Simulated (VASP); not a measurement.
# TiCo (P6/mmm) in VASP: a series of runs, part 2 of 2

VASP 6.6.1. Earlier steps stand in the parts before.

### Step 3. Single point, PBE, collinear spin, ferromagnetic start

This run uses another cell than the first one, of 13.88 Å³/atom, 1.111 times its volume.

File INCAR:

```
PREC = Accurate ; ENCUT = 520
EDIFF = 1E-7 ; ISMEAR = 0
SIGMA = 0.1 ; LREAL = F
LASPH = T ; NELM = 150
ALGO = Normal ; ISIF = 2
LWAVE = F ; LCHARG = T
ISPIN = 2 ; MAGMOM = 0 3
LORBIT = 11 ; LMAXMIX = 4
GGA = PE ; LELF = T
LVHAR = T ; NBANDS = 22
```

File KPOINTS:

```
regular mesh
0
Gamma
  12 12 4
```

File POSCAR:

```
TiCo
1.0
    2.6535273791     -0.0000000031      0.0000000000
   -1.3267636869      2.2980221215      0.0000000000
    0.0000000000      0.0000000000      4.5530357021
Ti Co
1 1
Direct
    0.0000000000      0.0000000000      0.0000000000
    0.0000000000      0.0000000000      0.5000000000
```

Potentials or basis: VASP PAW PBE potentials, release 64 (Ti_sv, Co).

Started as:

```sh
$ cat potpaw_PBE.64/Ti_sv/POTCAR potpaw_PBE.64/Co/POTCAR > POTCAR
$ mpirun -np 1 vasp_std > vasp.out
```

OUTCAR:

```text
PREC = Accurate
   ENCUT = 520
   EDIFF = 1E-7
   ISMEAR = 0
   LREAL = F
   LASPH = T
   NELM = 150
   ISIF = 2
   ISPIN = 2
   LORBIT = 11
   GGA = PE

 ion  position               nearest neighbor table
   1  0.000  0.000  0.000-   2 2.28   2 2.28
   2  0.000  0.000  0.500-   1 2.28   1 2.28

  LATTYP: Found a hexagonal cell.
 ALAT       =     2.6535273791
 C/A-ratio  =     1.7158427450

  Lattice vectors:

 A1 = (   2.6535273791,  -0.0000000031,   0.0000000000)
 A2 = (  -1.3267636869,   2.2980221215,   0.0000000000)
 A3 = (   0.0000000000,   0.0000000000,   4.5530357021)

Analysis of symmetry for initial positions (statically):
=====================================================================
 Subroutine PRICEL returns:
 Original cell was already a primitive cell.

 Routine SETGRP: Setting up the symmetry group for a
 hexagonal supercell.

 Subroutine GETGRP returns: Found 24 space group operations
 (whereof 24 operations were pure point group operations)
 out of a pool of 24 trial point group operations.

The static configuration has the point symmetry D_6h.

Analysis of symmetry for dynamics (positions and initial velocities):
=====================================================================
 Subroutine PRICEL returns:
 Original cell was already a primitive cell.

 Routine SETGRP: Setting up the symmetry group for a
 hexagonal supercell.

 Subroutine GETGRP returns: Found 24 space group operations
 (whereof 24 operations were pure point group operations)
 out of a pool of 24 trial point group operations.

The dynamic configuration has the point symmetry D_6h.

Analysis of structural, dynamic, and magnetic symmetry:
=====================================================================
 Subroutine PRICEL returns:
 Original cell was already a primitive cell.

 Routine SETGRP: Setting up the symmetry group for a
 hexagonal supercell.

 Subroutine GETGRP returns: Found 24 space group operations
 (whereof 24 operations were pure point group operations)
 out of a pool of 24 trial point group operations.

The overall configuration has the point symmetry D_6h.

 Subroutine INISYM returns: Found 24 space group operations
 (whereof 24 operations are pure point group operations),
 and found     1 'primitive' translations

----------------------------------------------------------------------------------------

                                     Primitive cell

  volume of cell :      27.7638

  direct lattice vectors                    reciprocal lattice vectors
     2.653527379 -0.000000003  0.000000000     0.376856862  0.217578410  0.000000000
    -1.326763687  2.298022121  0.000000000     0.000000001  0.435156821  0.000000000
     0.000000000  0.000000000  4.553035702     0.000000000  0.000000000  0.219633683

  length of vectors
     2.653527379  2.653527379  4.553035702     0.435156821  0.435156821  0.219633683

  position of ions in fractional coordinates (direct lattice)
     0.000000000  0.000000000  0.000000000
     0.000000000  0.000000000  0.500000000

  ion indices of the primitive-cell ions
   primitive index   ion index
                 1           1
                 2           2

[... 64 lines left out ...]
   ICHARG =      2    charge: 1-file 2-atom 10-const
   ISPIN  =      2    spin polarized calculation?
   LNONCOLLINEAR =      F non collinear calculations
   LSORBIT =      F    spin-orbit coupling
   LASPH  =      T    aspherical Exc in radial PAW
   ENCUT  =  520.0 eV  38.22 Ry    6.18 a.u.   4.93  4.93  8.47*2*pi/ulx,y,z
   NELM   =    150;   NELMIN=  2; NELMDL= -5     # of ELM steps
   EDIFF  = 0.1E-06   stopping-criterion for ELM
   LREAL  =      F    real-space projection
   EDIFFG = 0.1E-05   stopping-criterion for IOM
   NSW    =      0    number of steps for IOM
   IBRION =     -1    ionic relax: 0-MD 1-quasi-New 2-CG
   NFREE  =      0    steps in history (QN), initial steepest desc. (CG)
   ISIF   =      2    stress and relaxation
   ISYM   =      2    0-nonsym 1-usesym 2-fastsym
   POTIM  = 0.5000    time-step for ionic-motion
   TEBEG  =    0.0;   TEEND  =   0.0 temperature during run
   PSTRESS=    0.0 pullay stress
   NELECT =      21.0000    total number of electrons
   NUPDOWN=      -1.0000    fix difference up-down
   EMIN   =  10.00;   EMAX   =-10.00  energy-range for DOS
   EFERMI =   0.00;   METHOD = LEGACY
   ISMEAR =     0;   SIGMA  =   0.10  broadening in eV -4-tet -1-fermi 0-gaus
   EFERMI_NEDOS =   21; number of points for ismear=-14 and -15
   IALGO  =     38    algorithm
   IMIX   =      4    mixing-type and parameters
     AMIX     =   0.40;   BMIX     =  1.00
     AMIX_MAG =   1.60;   BMIX_MAG =  1.00
  volume/ion in A,a.u.               =      13.88        93.68
  Fermi-wavevector in a.u.,A,eV,Ry     =   1.491609  2.818732 30.271566  2.224897
  Thomas-Fermi vector in A             =   2.604242
   LORBIT       =     11    0 simple, 1 ext, 2 COOP (PROOUT), +10 PAW based schemes
   GGA     = PE    functional components
   LHFCALC =     F    Hartree Fock is set to
   AEXX    =    0.0000 exact exchange contribution
   IVDW    =     0    specifies the selected vdW correction
   LEPSILON=     F    determine dielectric tensor
   LRPA    =     F    only Hartree local field effects (RPA)
 spin polarized calculation
 Gauss-broadening in eV      SIGMA  =   0.10
  energy-cutoff  :      520.00
  volume of cell :       27.76
 maximum number of plane-waves:       768
 NGX is ok and might be reduce to    20
   NGX =  9   NGY =  9   NGZ = 17

 number of electron      21.0000008 magnetization       0.6970436

 Free energy of the ion-electron system (eV)
  ---------------------------------------------------
  ext. energy  EPLUGINS =         0.00000000
  ---------------------------------------------------
  free energy    TOTEN  =       -14.13659260 eV

  energy without entropy =      -14.12584228  energy(sigma->0) =      -14.13121744

 E-fermi :   9.0413     XC(G=0): -12.2630

 val. band max:        9.0388715227   @ k =   0.3333   0.1667   0.2500
 cond. band min:       9.0609418085   @ k =   0.2500  -0.0000   0.0000
 fundamental gap:      0.0220702858
 Fermi energy:         9.0412553182

 spin component 1

 k-point     1 :       0.0000    0.0000    0.0000
  band No.  band energies     occupation
      1     -47.5474      1.00000
      2     -23.9016      1.00000
      3     -23.1345      1.00000
      4     -23.1345      1.00000
      5       1.9704      1.00000
      6       5.9773      1.00000
[... 589 lines left out ...]
     21      27.8249      0.00000
     22      29.5127      0.00000

 [... further k-points ...]

 spin component 2

 k-point     1 :       0.0000    0.0000    0.0000
  band No.  band energies     occupation
      1     -47.5720      1.00000
      2     -23.9812      1.00000
      3     -23.1337      1.00000
      4     -23.1337      1.00000
      5       1.9504      1.00000
      6       6.3227      1.00000
[... 589 lines left out ...]
     21      27.8471      0.00000
     22      29.5741      0.00000

 [... further k-points ...]

------------------------ aborting loop because EDIFF is reached ----------------------------------------

  FORCE on cell =-STRESS in cart. coord.  units (eV):
  Direction    XX          YY          ZZ          XY          YZ          ZX
  --------------------------------------------------------------------------------------
  -------------------------------------------------------------------------------------
  Total       -0.0384437     -0.0384437     -0.0439496      0.0000000      0.0000000      0.0000000
  in kB       -2.2184873     -2.2184873     -2.5362174      0.0000000      0.0000000      0.0000000
  external PRESSURE =      -2.3243973 kB  Pullay stress =       0.0000000 kB

 VOLUME and BASIS-vectors are now :
 -----------------------------------------------------------------------------
  energy-cutoff  :      520.00
  volume of cell :       27.76
      direct lattice vectors                 reciprocal lattice vectors
     2.653527379 -0.000000003  0.000000000     0.376856862  0.217578410  0.000000000
    -1.326763687  2.298022121  0.000000000     0.000000001  0.435156821  0.000000000
     0.000000000  0.000000000  4.553035702     0.000000000  0.000000000  0.219633683

 POSITION                                       TOTAL-FORCE (eV/Angst)
 -----------------------------------------------------------------------------------
      0.00000      0.00000      0.00000        -0.000000      0.000000      0.000000
      0.00000      0.00000      2.27652         0.000000      0.000000      0.000000
 -----------------------------------------------------------------------------------
    total drift:                               -0.000000      0.000000      0.000000

  FREE ENERGIE OF THE ION-ELECTRON SYSTEM (eV)
  ---------------------------------------------------
  free  energy   TOTEN  =       -14.1365925962 eV

  energy  without entropy=      -14.1258422810  energy(sigma->0) =      -14.13121744

 total charge

# of ion       s       p       d       tot
------------------------------------------
    1        2.279   6.119   2.130  10.527
    2        0.452   0.358   7.372   8.181
--------------------------------------------------
tot          2.730   6.477   9.502  18.709

 magnetization (x)

# of ion       s       p       d       tot
------------------------------------------
    1       -0.001  -0.007  -0.024  -0.033
    2       -0.005  -0.012   0.782   0.765
--------------------------------------------------
tot         -0.006  -0.020   0.758   0.732
```

OSZICAR:

```text
N       E                     dE             d eps       ncg     rms          rms(c)
DAV:   1     0.170837928965E+03    0.17084E+03   -0.98749E+03  5112   0.122E+03
DAV:   2    -0.429888891985E+01   -0.17514E+03   -0.16581E+03  5118   0.303E+02
DAV:   3    -0.151156811272E+02   -0.10817E+02   -0.10595E+02  6222   0.806E+01
DAV:   4    -0.154727448187E+02   -0.35706E+00   -0.35540E+00  5862   0.130E+01
DAV:   5    -0.154831296074E+02   -0.10385E-01   -0.10384E-01  6048   0.215E+00    0.164E+01
DAV:   6    -0.261690080319E+02   -0.10686E+02   -0.50290E+01  5740   0.810E+01    0.307E+01
DAV:   7    -0.141596978244E+02    0.12009E+02   -0.21365E+01  6060   0.432E+01    0.494E+00
DAV:   8    -0.143474577303E+02   -0.18776E+00   -0.32008E+00  7024   0.133E+01    0.599E+00
DAV:   9    -0.141261317435E+02    0.22133E+00   -0.11333E+00  7132   0.844E+00    0.155E+00
DAV:  10    -0.141366208554E+02   -0.10489E-01   -0.30759E-02  5580   0.147E+00    0.831E-01
DAV:  11    -0.141367570355E+02   -0.13618E-03   -0.59954E-03  6536   0.708E-01    0.438E-01
DAV:  12    -0.141366688385E+02    0.88197E-04   -0.12034E-03  7008   0.263E-01    0.209E-01
DAV:  13    -0.141366249155E+02    0.43923E-04   -0.34192E-04  6616   0.146E-01    0.920E-02
DAV:  14    -0.141365931338E+02    0.31782E-04   -0.12237E-04  6778   0.867E-02    0.322E-02
DAV:  15    -0.141365928272E+02    0.30662E-06   -0.47353E-05  6684   0.591E-02    0.114E-02
DAV:  16    -0.141365925672E+02    0.25991E-06   -0.26969E-06  6386   0.137E-02    0.578E-03
DAV:  17    -0.141365925962E+02   -0.28982E-07   -0.30343E-07  4722   0.419E-03
   1 F= -.14136593E+02 E0= -.14131217E+02  d E =-.107503E-01  mag=     0.6971
```

stdout:

```text
POSCAR found type information on POSCAR TiCo
 POSCAR found :  2 types and       2 ions
 scaLAPACK will be used
 LDA part: xc-table for (Slater+PW92), standard interpolation
 POSCAR, INCAR and KPOINTS ok, starting setup
 FFT: planning ... GRIDC
 FFT: planning ... GRID_SOFT
 FFT: planning ... GRID
 WAVECAR not read
 entering main loop
```

Wall time 50 s (1 thread of Intel Xeon Platinum 8488C (Sapphire Rapids), shared host); peak memory 0.19 GiB.

What came out:

| Item | Value |
| --- | --- |
| Free energy | -14.1366 eV |
| Pressure | -0.2 GPa |
| Net moment | 0.70 μB per cell |
| Site moments | Ti -0.03; Co +0.77 μB |
| Valence electrons inside the program's atomic spheres | Ti 10.53; Co 8.18 |

### Step 4. Relaxation of cell and atoms, PBE, collinear spin, ferromagnetic start

File INCAR:

```
PREC = Accurate ; ENCUT = 600
EDIFF = 1E-7 ; ISMEAR = 0
SIGMA = 0.1 ; LREAL = False
LASPH = True ; NELM = 150
ALGO = Normal ; ISIF = 3
LWAVE = False ; LCHARG = False
ISPIN = 2 ; MAGMOM = 0 3
LORBIT = 11 ; LMAXMIX = 4
GGA = PE ; IBRION = 2
NSW = 90 ; EDIFFG = -0.04
```

KPOINTS is that of step 3.

File POSCAR:

```
TiCo
1.0
    2.4667243500      0.0000000000      0.0000000000
   -1.2333621700      2.1362459500      0.0000000000
    0.0000000000      0.0000000000      4.7417074000
Ti Co
1 1
Direct
    0.0000000000      0.0000000000      0.0000000000
    0.0000000000      0.0000000000      0.5000000000
```

Started as:

```sh
$ cat potpaw_PBE.64/Ti_sv/POTCAR potpaw_PBE.64/Co/POTCAR > POTCAR
$ mpirun -np 1 vasp_std > vasp.out
```

Run time: 3.8 min. Hardware: 1 thread of Intel Xeon Platinum 8488C (Sapphire Rapids), shared host; peak memory 0.19 GiB.

The run converged. Its results:

```
Free energy                                           : -14.1139 eV
Relaxed volume                                        : 13.71 Å³/atom
Relaxed cell                                          : a = 2.636 Å, b = 2.636 Å, c = 4.555 Å, α = 90.00°, β = 90.00°, γ = 120.00°
Space group after relaxing (to 0.05 Å)                : P6/mmm (No. 191)
Energy gained by relaxing                             : 151.2 meV/atom
Ionic steps                                           : 5
Pressure after relaxing                               : -0.1 GPa
Net moment                                            : 0.00 μB per cell
Valence electrons inside the program's atomic spheres : Ti 10.55; Co 8.20
```

Stress tensor (GPa, compression positive):
```
-0.10  0.00  0.00
 0.00 -0.10  0.00
 0.00  0.00  0.02
```

Step by step:
```tsv
step	energy change (eV)	largest force (eV/Å)	pressure (GPa)	volume (Å³)
1	0.0000	0.0000	16.10	24.99
2	-0.2308	0.0000	-8.36	29.63
3	-0.2914	0.0000	-2.85	27.96
4	-0.3000	0.0000	1.35	27.18
5	-0.3024	0.0000	-0.06	27.42
```

Final structure:
```
Ti Co
1.0
     2.63643    0.00000    0.00000
    -1.31822    2.28322    0.00000
     0.00000    0.00000    4.55524
Ti Co
1 1
Direct
  0.00000 0.00000 0.00000
  0.00000 0.00000 0.50000
```

Levels at points of the mesh, in eV from the Fermi level:
Spin up:
```csv
k point,band 9,band 10,band 11,band 12,band 13,band 14
"(0.00, 0.00, 0.00)",-1.28,-0.74,-0.74,0.15,1.26,1.26
"(0.50, 0.00, 0.00)",-1.17,-0.07,0.24,1.22,2.90,3.12
"(0.00, 0.00, 0.50)",-1.25,-0.88,-0.49,-0.49,1.20,1.20
"(0.50, 0.00, 0.50)",-1.07,-0.80,0.24,1.14,2.40,4.47
```
Spin down:
| k point | band 7 | band 8 | band 9 | band 10 | band 11 | band 12 | band 13 | band 14 | band 15 | band 16 |
| --- | --- | --- | --- | --- | --- | --- | --- | --- | --- | --- |
| (0.00, 0.00, 0.00) | -2.32 | -1.29 | -1.29 | -0.74 | -0.74 | 0.15 | 1.26 | 1.26 | 3.68 | 3.68 |
| (0.50, 0.00, 0.00) | -2.56 | -1.62 | -1.17 | -0.07 | 0.24 | 1.22 | 2.90 | 3.12 | 4.81 | 7.53 |
| (0.00, 0.00, 0.50) | -1.79 | -1.25 | -1.25 | -0.88 | -0.49 | -0.49 | 1.20 | 1.20 | 3.23 | 3.23 |
| (0.50, 0.00, 0.50) | -2.48 | -2.27 | -1.07 | -0.80 | 0.24 | 1.14 | 2.40 | 4.47 | 4.65 | 5.08 |

Caveat: the starting moments collapsed, and a magnetic state may lie lower.
